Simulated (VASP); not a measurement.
# CdSe in VASP: a series of runs, part 2 of 2

VASP 6.6.1.

## Step 5: Single point, LDA (volume scaled by 0.98)

The input, INCAR:

```
SYSTEM = CdSe
PREC     = Accurate       ! precision mode
ENCUT    = 520            ! plane-wave cutoff, eV
EDIFF    = 1E-6           ! SCF threshold, eV
ISMEAR   = -1             ! smearing method
SIGMA    = 0.03           ! smearing width, eV
LREAL    = .False.        ! projectors in reciprocal space
LASPH    = .True.         ! aspherical terms in the spheres
NELM     = 80             ! most SCF steps
ALGO     = Normal         ! electronic algorithm
ISIF     = 2              ! what is computed and relaxed
LWAVE    = .False.        ! write WAVECAR
LCHARG   = .False.        ! write CHGCAR
GGA      = CA             ! functional
NBANDS   = 16             ! bands
```

The input, KPOINTS:

```
Automatic mesh
0
Gamma
  8 8 8
  0 0 0
```

The input, POSCAR:

```
CdSe
1.0
    0.0000000000      3.0496647307      3.0496647307
    3.0496647307      0.0000000000      3.0496647307
    3.0496647307      3.0496647307      0.0000000000
Cd Se
1 1
Direct
    0.0000000000      0.0000000000      0.0000000000
    0.2500000000      0.2500000000      0.2500000000
```

Potentials or basis: VASP PAW LDA potentials, release 64 (Cd, Se).

The run is started by

```
cat potpaw_LDA.64/Cd/POTCAR potpaw_LDA.64/Se/POTCAR > POTCAR
mpirun -np 1 vasp_std > vasp.out
```

OUTCAR:

```text
SYSTEM = CdSe
   PREC = Accurate
   ENCUT = 520
   EDIFF = 1E-6
   ISMEAR = -1
   LREAL = .False.
   LASPH = .True.
   NELM = 80
   ISIF = 2
   GGA = CA

 ion  position               nearest neighbor table
   1  0.000  0.000  0.000-   2 2.64   2 2.64   2 2.64   2 2.64
   2  0.250  0.250  0.250-   1 2.64   1 2.64   1 2.64   1 2.64

  LATTYP: Found a face centered cubic cell.
 ALAT       =     6.0993294614

  Lattice vectors:

 A1 = (   0.0000000000,   3.0496647307,   3.0496647307)
 A2 = (   3.0496647307,   0.0000000000,   3.0496647307)
 A3 = (   3.0496647307,   3.0496647307,   0.0000000000)

Analysis of symmetry for initial positions (statically):
=====================================================================
 Subroutine PRICEL returns:
 Original cell was already a primitive cell.

 Routine SETGRP: Setting up the symmetry group for a
 face centered cubic supercell.

 Subroutine GETGRP returns: Found 24 space group operations
 (whereof 24 operations were pure point group operations)
 out of a pool of 48 trial point group operations.

The static configuration has the point symmetry T_d .

Analysis of symmetry for dynamics (positions and initial velocities):
=====================================================================
 Subroutine PRICEL returns:
 Original cell was already a primitive cell.

 Routine SETGRP: Setting up the symmetry group for a
 face centered cubic supercell.

 Subroutine GETGRP returns: Found 24 space group operations
 (whereof 24 operations were pure point group operations)
 out of a pool of 48 trial point group operations.

The dynamic configuration has the point symmetry T_d .

 Subroutine INISYM returns: Found 24 space group operations
 (whereof 24 operations are pure point group operations),
 and found     1 'primitive' translations

[... 105 lines left out ...]
   NELECT =      18.0000    total number of electrons
   NUPDOWN=      -1.0000    fix difference up-down
   EMIN   =  10.00;   EMAX   =-10.00  energy-range for DOS
   EFERMI =   0.00;   METHOD = LEGACY
   ISMEAR =    -1;   SIGMA  =   0.03  broadening in eV -4-tet -1-fermi 0-gaus
   EFERMI_NEDOS =   21; number of points for ismear=-14 and -15
   IALGO  =     38    algorithm
   IMIX   =      4    mixing-type and parameters
     AMIX     =   0.40;   BMIX     =  1.00
     AMIX_MAG =   1.60;   BMIX_MAG =  1.00
  volume/ion in A,a.u.               =      28.36       191.40
  Fermi-wavevector in a.u.,A,eV,Ry     =   1.116615  2.110097 16.964148  1.246830
  Thomas-Fermi vector in A             =   2.253231
   LORBIT       =      0    0 simple, 1 ext, 2 COOP (PROOUT), +10 PAW based schemes
   GGA     = CA    functional components
   LHFCALC =     F    Hartree Fock is set to
   AEXX    =    0.0000 exact exchange contribution
   IVDW    =     0    specifies the selected vdW correction
   LEPSILON=     F    determine dielectric tensor
   LRPA    =     F    only Hartree local field effects (RPA)
 non-spin polarized calculation
  energy-cutoff  :      520.00
  volume of cell :       56.73
 maximum number of plane-waves:      1542
   NGX = 17   NGY = 17   NGZ = 17

 number of electron      18.0000002 magnetization

 Free energy of the ion-electron system (eV)
  ---------------------------------------------------
  ext. energy  EPLUGINS =         0.00000000
  ---------------------------------------------------
  free energy    TOTEN  =        -6.74915043 eV

  energy without entropy =       -6.74914121  energy(sigma->0) =       -6.74914582

 E-fermi :   0.9341     XC(G=0):  -9.2536

 val. band max:        0.7434390674   @ k =   0.0000   0.0000   0.0000
 cond. band min:       1.0891815051   @ k =   0.0000   0.0000   0.0000
 fundamental gap:      0.3457424376
 Fermi energy:         0.9341294150

 k-point     1 :       0.0000    0.0000    0.0000
  band No.  band energies     occupation
      1     -11.8562      2.00000
      2      -7.1787      2.00000
      3      -7.1787      2.00000
      4      -7.1787      2.00000
      5      -6.8083      2.00000
      6      -6.8083      2.00000
[... 433 lines left out ...]
      3      -7.0258      2.00000
      4      -6.8290      2.00000
      5      -6.7925      2.00000
      6      -6.4364      2.00000
[... 8 lines left out ...]
     15      12.2365      0.00000
     16      13.2038      0.00000

 [... further k-points ...]
[... 5 lines left out ...]
  --------------------------------------------------------------------------------------
  -------------------------------------------------------------------------------------
  Total       -0.6959832     -0.6959832     -0.6959832      0.0000000     -0.0000000      0.0000000
  in kB      -19.6572627    -19.6572627    -19.6572627      0.0000000     -0.0000000      0.0000000
  external PRESSURE =     -19.6572627 kB  Pullay stress =       0.0000000 kB

 VOLUME and BASIS-vectors are now :
 -----------------------------------------------------------------------------
  energy-cutoff  :      520.00
  volume of cell :       56.73
      direct lattice vectors                 reciprocal lattice vectors
     0.000000000  3.049664731  3.049664731    -0.163952449  0.163952449  0.163952449
     3.049664731  0.000000000  3.049664731     0.163952449 -0.163952449  0.163952449
     3.049664731  3.049664731  0.000000000     0.163952449  0.163952449 -0.163952449

 POSITION                                       TOTAL-FORCE (eV/Angst)
 -----------------------------------------------------------------------------------
      0.00000      0.00000      0.00000         0.000000      0.000000      0.000000
      1.52483      1.52483      1.52483        -0.000000     -0.000000     -0.000000
 -----------------------------------------------------------------------------------
    total drift:                                0.000000      0.000000     -0.000000

  FREE ENERGIE OF THE ION-ELECTRON SYSTEM (eV)
  ---------------------------------------------------
  free  energy   TOTEN  =        -6.7491504291 eV

  energy  without entropy=       -6.7491412140  energy(sigma->0) =       -6.74914582
```

stdout:

```text
POSCAR found type information on POSCAR CdSe
 POSCAR found :  2 types and       2 ions
 scaLAPACK will be used
 LDA part: xc-table for (Slater(with rela. corr.)+CA(PZ))
 , standard interpolation
 POSCAR, INCAR and KPOINTS ok, starting setup
 FFT: planning ... GRIDC
 FFT: planning ... GRID_SOFT
 FFT: planning ... GRID
 WAVECAR not read
 entering main loop
```

It took 17 s on 1 thread of Intel Xeon Platinum 8488C (Sapphire Rapids), shared host; peak memory 0.16 GiB.

Results:

```yaml
Free_energy: -6.7492 eV
Pressure: -2.0 GPa
Band_gap_on_the_k_mesh: 0.35 eV, direct
```

Levels at points of the mesh, in eV from the valence-band top:
```csv
k point,band 7,band 8,band 9,band 10,band 11,band 12
"(0.00, 0.00, 0.00)",0.00,0.00,0.00,0.35,5.80,5.80
"(0.50, 0.00, 0.00)",-4.43,-0.75,-0.75,2.18,6.31,6.31
"(0.50, 0.50, 0.00)",-4.13,-1.86,-1.86,2.95,3.60,8.84
```

## Step 6: Overview

| cell | gap on the mesh (eV) | pressure (GPa) | largest force (eV/Å) |
| --- | --- | --- | --- |
| a = 4.364 Å, angles 59.3°, 2 atoms | 0.29 | -2.9 | 0.08 |
| a = 4.408 Å, angles 58.0°, 2 atoms | 0.28 | -2.7 | 0.20 |
| a = 4.253 Å, angles 60.0°, 2 atoms | 0.43 | 0.3 | - |
| a = 4.313 Å, angles 60.0°, 2 atoms | 0.35 | -2.0 | - |

Alike in all rows: task single point; level LDA; potentials or basis VASP PAW LDA potentials, release 64 (Cd, Se); no spin polarisation; k mesh 8 × 8 × 8; cutoff (eV) 520; smearing fermi-dirac 0.03 eV.

Absolute energies hang on the potentials; compare differences alone.
